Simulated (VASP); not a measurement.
# SrAgO3 (Pm-3m) in VASP: notebook

Runs on SrAgO3. Level: LDA. Tasks: single point.

Everything below comes from runs of VASP 6.6.1. Logs are shortened: lines on timing, memory, paths and dates and some standing lists are left out, and cuts for length are marked.

**1. The cell of the first run**

It takes space group Pm-3m (No. 221, cubic). Conventional cell: a = 4.041 Å, b = 4.041 Å, c = 4.041 Å, α = 90.00°, β = 90.00°, γ = 90.00°. Within 3.8 Å of Sr (site symmetry m-3m) lie 12 O at 2.86 Å and 8 Ag at 3.50 Å. Ag (site symmetry m-3m) has 6 O at 2.02 Å within 2.7 Å. O (site symmetry 4/mmm) has 2 Ag at 2.02 Å within 2.7 Å.

**2. Single point, LDA**

INCAR reads:

```
SYSTEM = SrAgO3
ALGO = Normal ; EDIFF = 1E-7
ENCUT = 520 ; ISIF = 2
ISMEAR = -1 ; LASPH = .True.
LCHARG = .False. ; LREAL = .False.
LWAVE = .False. ; NBANDS = 28
NELM = 100 ; PREC = Accurate
SIGMA = 0.15
```

KPOINTS reads:

```
k-points
0
Gamma
  6 6 6
  0 0 0
```

POSCAR reads:

```
SrAgO3
1.0
    4.0405693187      0.0000000000      0.0000000000
    0.0000000000      4.0405693187      0.0000000000
    0.0000000000      0.0000000000      4.0405693187
Sr Ag O
1 1 3
Direct
    0.0000000000      0.0000000000      0.0000000000
    0.5000000000      0.5000000000      0.5000000000
    0.5000000000      0.5000000000      0.0000000000
    0.5000000000      0.0000000000      0.5000000000
    0.0000000000      0.5000000000      0.5000000000
```

Potentials or basis: VASP PAW LDA potentials, release 64 (Sr_sv, Ag, O).

Command:

```console
cat potpaw_LDA.64/Sr_sv/POTCAR potpaw_LDA.64/Ag/POTCAR potpaw_LDA.64/O/POTCAR > POTCAR
mpirun -np 1 vasp_std > vasp.out
```

OUTCAR:

```text
SYSTEM = SrAgO3
   EDIFF = 1E-7
   ENCUT = 520
   ISIF = 2
   ISMEAR = -1
   LASPH = .True.
   LREAL = .False.
   NELM = 100
   PREC = Accurate

 ion  position               nearest neighbor table
   1  0.000  0.000  0.000-   3 2.86   4 2.86   5 2.86   4 2.86   5 2.86   3 2.86   5 2.86   5 2.86
                             3 2.86   4 2.86   4 2.86   3 2.86   2 3.50   2 3.50   2 3.50   2 3.50
   2  0.500  0.500  0.500-   3 2.02   4 2.02   5 2.02   3 2.02   4 2.02   5 2.02   1 3.50   1 3.50
                             1 3.50   1 3.50   1 3.50   1 3.50   1 3.50   1 3.50
   3  0.500  0.500  0.000-   2 2.02   2 2.02   1 2.86   1 2.86   1 2.86   1 2.86
   4  0.500  0.000  0.500-   2 2.02   2 2.02   1 2.86   1 2.86   1 2.86   1 2.86
   5  0.000  0.500  0.500-   2 2.02   2 2.02   1 2.86   1 2.86   1 2.86   1 2.86

  LATTYP: Found a simple cubic cell.
 ALAT       =     4.0405693187

  Lattice vectors:

 A1 = (   4.0405693187,   0.0000000000,   0.0000000000)
 A2 = (   0.0000000000,   4.0405693187,   0.0000000000)
 A3 = (   0.0000000000,   0.0000000000,   4.0405693187)

Analysis of symmetry for initial positions (statically):
=====================================================================
 Subroutine PRICEL returns:
 Original cell was already a primitive cell.

 Routine SETGRP: Setting up the symmetry group for a
 simple cubic supercell.

 Subroutine GETGRP returns: Found 48 space group operations
 (whereof 48 operations were pure point group operations)
 out of a pool of 48 trial point group operations.

The static configuration has the point symmetry O_h .

Analysis of symmetry for dynamics (positions and initial velocities):
=====================================================================
 Subroutine PRICEL returns:
 Original cell was already a primitive cell.

 Routine SETGRP: Setting up the symmetry group for a
 simple cubic supercell.

 Subroutine GETGRP returns: Found 48 space group operations
 (whereof 48 operations were pure point group operations)
 out of a pool of 48 trial point group operations.

The dynamic configuration has the point symmetry O_h .

 Subroutine INISYM returns: Found 48 space group operations
 (whereof 48 operations are pure point group operations),
 and found     1 'primitive' translations

----------------------------------------------------------------------------------------

                                     Primitive cell

  volume of cell :      65.9671

  direct lattice vectors                    reciprocal lattice vectors
     4.040569319  0.000000000  0.000000000     0.247489876  0.000000000  0.000000000
[... 91 lines left out ...]
   IBRION =     -1    ionic relax: 0-MD 1-quasi-New 2-CG
   NFREE  =      0    steps in history (QN), initial steepest desc. (CG)
   ISIF   =      2    stress and relaxation
   ISYM   =      2    0-nonsym 1-usesym 2-fastsym
   POTIM  = 0.5000    time-step for ionic-motion
   TEBEG  =    0.0;   TEEND  =   0.0 temperature during run
   PSTRESS=    0.0 pullay stress
   NELECT =      39.0000    total number of electrons
   NUPDOWN=      -1.0000    fix difference up-down
   EMIN   =  10.00;   EMAX   =-10.00  energy-range for DOS
   EFERMI =   0.00;   METHOD = LEGACY
   ISMEAR =    -1;   SIGMA  =   0.15  broadening in eV -4-tet -1-fermi 0-gaus
   EFERMI_NEDOS =   21; number of points for ismear=-14 and -15
   IALGO  =     38    algorithm
   IMIX   =      4    mixing-type and parameters
     AMIX     =   0.40;   BMIX     =  1.00
     AMIX_MAG =   1.60;   BMIX_MAG =  1.00
  volume/ion in A,a.u.               =      13.19        89.03
  Fermi-wavevector in a.u.,A,eV,Ry     =   1.374001  2.596486 25.686160  1.887880
  Thomas-Fermi vector in A             =   2.499467
   LORBIT       =      0    0 simple, 1 ext, 2 COOP (PROOUT), +10 PAW based schemes
   GGA     = CA    functional components
   LHFCALC =     F    Hartree Fock is set to
   AEXX    =    0.0000 exact exchange contribution
   IVDW    =     0    specifies the selected vdW correction
   LEPSILON=     F    determine dielectric tensor
   LRPA    =     F    only Hartree local field effects (RPA)
 non-spin polarized calculation
  energy-cutoff  :      520.00
  volume of cell :       65.97
 maximum number of plane-waves:      1800
   NGX = 15   NGY = 15   NGZ = 15

 number of electron      38.9999970 magnetization

 Free energy of the ion-electron system (eV)
  ---------------------------------------------------
  ext. energy  EPLUGINS =         0.00000000
  ---------------------------------------------------
  free energy    TOTEN  =       -28.53099733 eV

  energy without entropy =      -28.33465924  energy(sigma->0) =      -28.43282829

 E-fermi :   3.1483     XC(G=0): -11.4867

 val. band max:        3.0637473310   @ k =   0.5000   0.1667   0.1667
 cond. band min:       3.1702983771   @ k =   0.3333   0.1667   0.1667
 fundamental gap:      0.1065510461
 Fermi energy:         3.1483063351

 k-point     1 :       0.0000    0.0000    0.0000
  band No.  band energies     occupation
      1     -29.4391      2.00000
      2     -14.2120      2.00000
      3     -13.2301      2.00000
      4     -13.2301      2.00000
      5     -11.5086      2.00000
      6     -11.5086      2.00000
[... 609 lines left out ...]
     27      12.4641      0.00000
     28      16.1541      0.00000

------------------------ aborting loop because EDIFF is reached ----------------------------------------

  FORCE on cell =-STRESS in cart. coord.  units (eV):
  Direction    XX          YY          ZZ          XY          YZ          ZX
  --------------------------------------------------------------------------------------
  -------------------------------------------------------------------------------------
  Total       -2.5191894     -2.5191894     -2.5191894     -0.0000000     -0.0000000      0.0000000
  in kB      -61.1848241    -61.1848241    -61.1848241     -0.0000000     -0.0000000      0.0000000
  external PRESSURE =     -61.1848241 kB  Pullay stress =       0.0000000 kB

 VOLUME and BASIS-vectors are now :
 -----------------------------------------------------------------------------
  energy-cutoff  :      520.00
  volume of cell :       65.97
      direct lattice vectors                 reciprocal lattice vectors
     4.040569319  0.000000000  0.000000000     0.247489876  0.000000000  0.000000000
     0.000000000  4.040569319  0.000000000     0.000000000  0.247489876  0.000000000
     0.000000000  0.000000000  4.040569319     0.000000000  0.000000000  0.247489876

 POSITION                                       TOTAL-FORCE (eV/Angst)
 -----------------------------------------------------------------------------------
      0.00000      0.00000      0.00000         0.000000      0.000000      0.000000
      2.02028      2.02028      2.02028         0.000000      0.000000      0.000000
      2.02028      2.02028      0.00000         0.000000      0.000000      0.000000
      2.02028      0.00000      2.02028         0.000000      0.000000      0.000000
      0.00000      2.02028      2.02028         0.000000      0.000000      0.000000
 -----------------------------------------------------------------------------------
    total drift:                                0.000000      0.000000     -0.000000

  FREE ENERGIE OF THE ION-ELECTRON SYSTEM (eV)
  ---------------------------------------------------
  free  energy   TOTEN  =       -28.5309973341 eV

  energy  without entropy=      -28.3346592442  energy(sigma->0) =      -28.43282829
```

OSZICAR:

```text
N       E                     dE             d eps       ncg     rms          rms(c)
DAV:   1     0.250189323964E+03    0.25019E+03   -0.21257E+04  1120   0.138E+03
DAV:   2    -0.211711193975E+02   -0.27136E+03   -0.26082E+03  1272   0.321E+02
DAV:   3    -0.367237834745E+02   -0.15553E+02   -0.15379E+02  1444   0.776E+01
DAV:   4    -0.371343040335E+02   -0.41052E+00   -0.40956E+00  1612   0.963E+00
DAV:   5    -0.371374797507E+02   -0.31757E-02   -0.31756E-02  1320   0.842E-01    0.288E+01
DAV:   6    -0.307453317748E+02    0.63921E+01   -0.39509E+01  1296   0.599E+01    0.322E+01
DAV:   7    -0.287001868599E+02    0.20451E+01   -0.86157E+00  1188   0.262E+01    0.123E+01
DAV:   8    -0.285642866933E+02    0.13590E+00   -0.12977E+00  1264   0.705E+00    0.536E+00
DAV:   9    -0.285358260047E+02    0.28461E-01   -0.38013E-02  1368   0.141E+00    0.181E+00
DAV:  10    -0.285317071094E+02    0.41189E-02   -0.15807E-02  1340   0.925E-01    0.538E-01
DAV:  11    -0.285310902018E+02    0.61691E-03   -0.27852E-03  1364   0.419E-01    0.296E-01
DAV:  12    -0.285310222839E+02    0.67918E-04   -0.70923E-04  1264   0.284E-01    0.617E-02
DAV:  13    -0.285309971630E+02    0.25121E-04   -0.64710E-05  1244   0.913E-02    0.121E-02
DAV:  14    -0.285309974771E+02   -0.31406E-06   -0.82160E-06  1228   0.203E-02    0.421E-03
DAV:  15    -0.285309973547E+02    0.12241E-06   -0.67563E-07  1324   0.622E-03    0.227E-03
DAV:  16    -0.285309973341E+02    0.20581E-07   -0.28846E-08   664   0.186E-03
   1 F= -.28530997E+02 E0= -.28432828E+02  d E =-.196338E+00
```

Run time: 16 s. Hardware: 1 thread of Intel Xeon Platinum 8559C (Emerald Rapids), shared host; peak memory 0.17 GiB.

What came out:

* Free energy: -28.5310 eV
* Pressure: -6.1 GPa

Levels at points of the mesh, in eV from the Fermi level:
```
           k point  band 17  band 18  band 19  band 20  band 21  band 22  band 23  band 24
(0.00, 0.00, 0.00)    -1.13    -1.13    -0.82    -0.82    -0.82     4.96     5.32     5.32
(0.50, 0.00, 0.00)    -1.17    -1.17    -0.32    -0.32     0.54     6.89     6.94     7.82
(0.50, 0.50, 0.00)    -1.13    -0.59    -0.59    -0.20     3.10     7.40     7.80     8.97
(0.50, 0.50, 0.50)    -0.13    -0.13    -0.13     3.11     3.11     6.47     6.47     6.47
```

Caveat: an odd number of electrons without spin polarisation forces a metal; a magnetic or distorted state may lie lower.

[end of part 1 of 2]
